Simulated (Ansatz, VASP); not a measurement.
**Two plane-wave programs on Sb**

```
Sb
1.0
     3.55654    0.00000    0.00000
    -1.77827    3.08006    0.00000
     0.00000    0.00000    4.78270
Sb
2
Direct
  0.33333 0.66667 0.25000
  0.66667 0.33333 0.75000
```

Alike in both runs: task single point; functional r2SCAN; k mesh 18 × 18 × 10; occupations gaussian, width 0.15 eV; no spin polarisation.

|  | VASP | Ansatz |
| --- | --- | --- |
| version | VASP 6.6.1 | Ansatz 0.2.0 |
| potentials or method | VASP PAW PBE potentials, release 64 (Sb), cutoff 520 eV | scalar-relativistic, plane waves, PAW |
| valence electrons in the cell | 10 | 30 |

```csv
,VASP,Ansatz,Ansatz less VASP
gap on the k mesh at the Fermi level (eV),none,none,-
pressure (GPa),3.5,3.5,+0.06
"traceless stress, the component that is largest in VASP (GPa)",-1.74,-1.80,-0.068
```

VASP's potentials were made for PBE, not for r2SCAN. A gap of «none» marks a metal or a gap that the smearing closes. VASP's potentials hold 10 valence electrons a cell and Ansatz's 30, so a difference there can come from the potentials and not from the codes.

Neither program's run includes spin-orbit coupling.
